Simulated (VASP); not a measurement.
# SnO in VASP: a series of runs, part 2 of 2

VASP 6.6.1. The steps go on from the part before.

**3. Single point, PBE+D3(BJ) (atoms taken out)**

Contents of INCAR:

```
SYSTEM = SnO
PREC = Accurate
ENCUT = 520
EDIFF = 1E-7
ISMEAR = 0
SIGMA = 0.02
LREAL = .False.
LASPH = .True.
NELM = 60
ALGO = Normal
ISIF = 2
LWAVE = .False.
LCHARG = .True.
LDIPOL = .True.
IDIPOL = 3
DIPOL = 0.5 0.5 0.500
GGA = PE
IVDW = 12
LELF = .True.
LVHAR = .True.
LVACPOTAV = .True.
NBANDS = 28
```

Contents of KPOINTS:

```
Automatic mesh
0
Gamma
  6 6 1
  0 0 0
```

Contents of POSCAR:

```
SnO
1.0
    3.8205592230     -0.0000144282      0.0000000000
    0.0000145033      3.8205592230      0.0000000000
    0.0000000000      0.0000000000     30.6349243709
Sn O
2 2
Direct
    0.7499972411      0.2500027589      0.4614157248
    0.2499972411      0.7500027589      0.5385842752
    0.2499972411      0.2500027589      0.5000000000
    0.7499972411      0.7500027589      0.5000000000
```

Potentials or basis: VASP PAW PBE potentials, release 64 (Sn_d, O).

Started as:

```sh
cat potpaw_PBE.64/Sn_d/POTCAR potpaw_PBE.64/O/POTCAR > POTCAR
mpirun -np 1 vasp_std > vasp.out
```

OUTCAR:

```text
SYSTEM = SnO
   PREC = Accurate
   ENCUT = 520
   EDIFF = 1E-7
   ISMEAR = 0
   LREAL = .False.
   LASPH = .True.
   NELM = 60
   ISIF = 2
   GGA = PE
   IVDW = 12
 IVDW          = 12

 ion  position               nearest neighbor table
   1  0.750  0.250  0.461-   3 2.25   3 2.25   4 2.25   4 2.25   2 3.59   2 3.59   2 3.59   2 3.59

   2  0.250  0.750  0.539-   4 2.25   4 2.25   3 2.25   3 2.25   1 3.59   1 3.59   1 3.59   1 3.59

   3  0.250  0.250  0.500-   1 2.25   1 2.25   2 2.25   2 2.25
   4  0.750  0.750  0.500-   2 2.25   2 2.25   1 2.25   1 2.25

  LATTYP: Found a simple tetragonal cell.
 ALAT       =     3.8205592230
 C/A-ratio  =     8.0184398625

  Lattice vectors:

 A1 = (   3.8205592230,  -0.0000144282,   0.0000000000)
 A2 = (   0.0000145033,   3.8205592230,   0.0000000000)
 A3 = (   0.0000000000,   0.0000000000,  30.6349243709)

Analysis of symmetry for initial positions (statically):
=====================================================================
 Subroutine PRICEL returns:
 Original cell was already a primitive cell.

 Routine SETGRP: Setting up the symmetry group for a
[... 165 lines left out ...]
 fundamental gap:      3.0920482145
 Fermi energy:        -3.4608588264

 k-point     1 :       0.0000    0.0000    0.0000
  band No.  band energies     occupation
      1     -24.1915      2.00000
      2     -23.8321      2.00000
      3     -23.7939      2.00000
      4     -23.7939      2.00000
      5     -23.7788      2.00000
      6     -23.7487      2.00000
[... 299 lines left out ...]
     27       3.9051      0.00000
     28       3.9051      0.00000

------------------------ aborting loop because EDIFF is reached ----------------------------------------

 vacuum level on the upper side and lower side of the slab       (xc-potential included)        -0.092        -0.092

 Edisp (eV)   -0.54840

 E8    (eV) :    -0.2480

  FORCE on cell =-STRESS in cart. coord.  units (eV):
  Direction    XX          YY          ZZ          XY          YZ          ZX
  --------------------------------------------------------------------------------------
  -------------------------------------------------------------------------------------
  Total       0.08586     0.08586     0.13709     0.00000    -0.00000     0.00000
  in kB       0.30763     0.30763     0.49117     0.00000    -0.00000     0.00000
  external pressure =        0.37 kB  Pullay stress =        0.00 kB

 VOLUME and BASIS-vectors are now :
 -----------------------------------------------------------------------------
  energy-cutoff  :      520.00
  volume of cell :      447.17
      direct lattice vectors                 reciprocal lattice vectors
     3.820559223 -0.000014428  0.000000000     0.261741787 -0.000000994  0.000000000
     0.000014503  3.820559223  0.000000000     0.000000988  0.261741787  0.000000000
     0.000000000  0.000000000 30.634924371     0.000000000  0.000000000  0.032642483

 POSITION                                       TOTAL-FORCE (eV/Angst)
 -----------------------------------------------------------------------------------
      2.86541      0.95514     14.13544        -0.000000      0.000000     -0.085985
      0.95514      2.86543     16.49949        -0.000000     -0.000000      0.085985
      0.95513      0.95515     15.31746        -0.000000      0.000000     -0.000000
      2.86542      2.86542     15.31746         0.000000      0.000000     -0.000000
 -----------------------------------------------------------------------------------
    total drift:                               -0.000000      0.000000      0.000000

  FREE ENERGIE OF THE ION-ELECTRON SYSTEM (eV)
  ---------------------------------------------------
  free  energy   TOTEN  =       -23.1266529343 eV

  energy  without entropy=      -23.1266529343  energy(sigma->0) =      -23.12665293

 vacuum level on the upper side and lower side of the slab         1.789         1.789
```

Wall time 6.7 min (1 thread of Intel Xeon 8259CL, shared host); peak memory 0.47 GiB.

What came out:

- Free energy: -23.1267 eV
- Largest force: 0.086 eV/Å
- Band gap on the k mesh: 3.09 eV (least direct gap 3.14 eV)
- Dispersion energy per atom: -0.137 eV
- Ionisation potential of the upper face: 5.40 eV

Forces on the atoms (eV/Å):
```
Sn   0.000  0.000 -0.086
Sn   0.000  0.000  0.086
O    0.000  0.000  0.000
O    0.000  0.000  0.000
```

Caveat: the cell differs from its parent crystal (atoms taken out); spin-orbit coupling is left out, which moves the levels of the heavy elements.

**4. Single point, PBE+D3(BJ) (atoms taken out)**

Contents of INCAR:

```
ALGO = Normal ; DIPOL = 0.5 0.5 0.500
EDIFF = 1E-6 ; ENCUT = 520
GGA = PE ; IDIPOL = 3
ISIF = 2 ; ISMEAR = 0
IVDW = 12 ; LASPH = True
LCHARG = True ; LDIPOL = True
LELF = True ; LREAL = False
LVACPOTAV = True ; LVHAR = True
LWAVE = False ; NBANDS = 28
NELM = 100 ; PREC = Accurate
SIGMA = 0.1
```

Contents of KPOINTS:

```
k-points
0
Gamma
  6 6 1
```

Contents of POSCAR:

```
SnO
1.0
    3.8369227311      0.0000000000      0.0000000000
    0.0000290554      3.8369227310      0.0000000000
    0.0000000000      0.0000000000     30.6349243709
Sn O
2 2
Direct
    0.7499904119      0.2500095881      0.4621761399
    0.2499904119      0.7500095881      0.5378238601
    0.2500040703      0.2499959297      0.5000000000
    0.7500040703      0.7499959297      0.5000000000
```

Started as:

```sh
cat potpaw_PBE.64/Sn_d/POTCAR potpaw_PBE.64/O/POTCAR > POTCAR
mpirun -np 1 vasp_std > vasp.out
```

It took 6.9 min on 1 thread of Intel Xeon 8259CL, shared host; peak memory 0.57 GiB.

It converged, with:

```
Free energy                : -23.1170 eV
Largest force              : 0.410 eV/Å
Band gap on the k mesh     : 2.97 eV (least direct gap 3.01 eV)
Dispersion energy per atom : -0.136 eV
```

Forces on the atoms (eV/Å):
```
Sn   0.000  0.000 -0.410
Sn   0.000  0.000  0.410
O    0.000  0.000  0.000
O    0.000  0.000  0.000
```

Levels at points of the mesh, in eV from the valence-band top:
| k point | band 17 | band 18 | band 19 | band 20 | band 21 | band 22 | band 23 | band 24 |
| --- | --- | --- | --- | --- | --- | --- | --- | --- |
| (0.00, 0.00, 0.00) | -2.17 | -1.86 | -1.86 | -0.04 | 2.97 | 3.00 | 5.18 | 5.25 |
| (0.50, 0.00, 0.00) | -3.47 | -3.47 | -0.53 | -0.53 | 3.23 | 3.23 | 5.69 | 5.69 |
| (0.50, 0.50, 0.00) | -1.20 | -1.20 | -0.68 | -0.68 | 3.12 | 3.12 | 5.25 | 5.25 |

Caveat: the cell differs from its parent crystal (atoms taken out); spin-orbit coupling is left out, which moves the levels of the heavy elements.

**5. Summary**

```tsv
level	cell	smearing	gap on the mesh (eV)	largest force (eV/Å)
r2SCAN	a = 3.821, b = 3.821, c = 30.635 Å, 4 atoms, atomic positions A	gaussian 0.02 eV	3.45	0.35
PBE+D3(BJ)	a = 3.821, b = 3.821, c = 30.635 Å, 4 atoms, atomic positions A	gaussian 0.02 eV	3.09	0.09
PBE+D3(BJ)	a = 3.837, b = 3.837, c = 30.635 Å, 4 atoms, atomic positions B	gaussian 0.1 eV	2.97	0.41
```

Alike in all rows: task single point; potentials or basis VASP PAW PBE potentials, release 64 (Sn_d, O); no spin polarisation; k mesh 6 × 6 × 1; cutoff (eV) 520.

Caveats: spin-orbit coupling is left out, which moves the levels of the heavy elements; the PAW data sets were made with another functional, which shifts forces and pressure a little (at least some runs).

Absolute energies hang on the potentials; compare differences alone.
